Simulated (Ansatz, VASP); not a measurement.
In5O: VASP beside Ansatz

```
CELL_PARAMETERS angstrom
6.06952 0.00000 0.00000
-3.03476 5.25635 0.00000
0.00000 0.00000 8.18466
ATOMIC_POSITIONS crystal
In 0.00000 0.00000 0.76513
In 0.00000 0.00000 0.23487
In 0.50000 0.00000 0.50000
In 0.00000 0.50000 0.50000
In 0.50000 0.50000 0.50000
O 0.00000 0.00000 0.50000
```

Alike in both runs: task relaxation of cell and atoms; functional PBE; k mesh 6 × 6 × 6; occupations gaussian, width 0.1 eV; no spin polarisation.

|  | VASP | Ansatz |
| --- | --- | --- |
| version | VASP 6.6.1 | Ansatz 0.2.0 |
| potentials or method | VASP PAW PBE potentials, release 64 (In_d, O), cutoff 600 eV | scalar-relativistic, plane waves, PAW |
| valence electrons in the cell | 71 | 71 |

|  | VASP | Ansatz | Ansatz less VASP |
| --- | --- | --- | --- |
| gap on the k mesh at the Fermi level, each at its own relaxed structure (eV) | none | none | - |
| relaxed volume (Å³/atom) | 44.46 | 44.79 | +0.334 |
| relaxed cell length with the largest relative difference (Å) | 8.318 | 8.366 | +0.0480 |

A gap of «none» marks a metal or a gap that the smearing closes. Ansatz's warnings: xc potential rough in thin density.
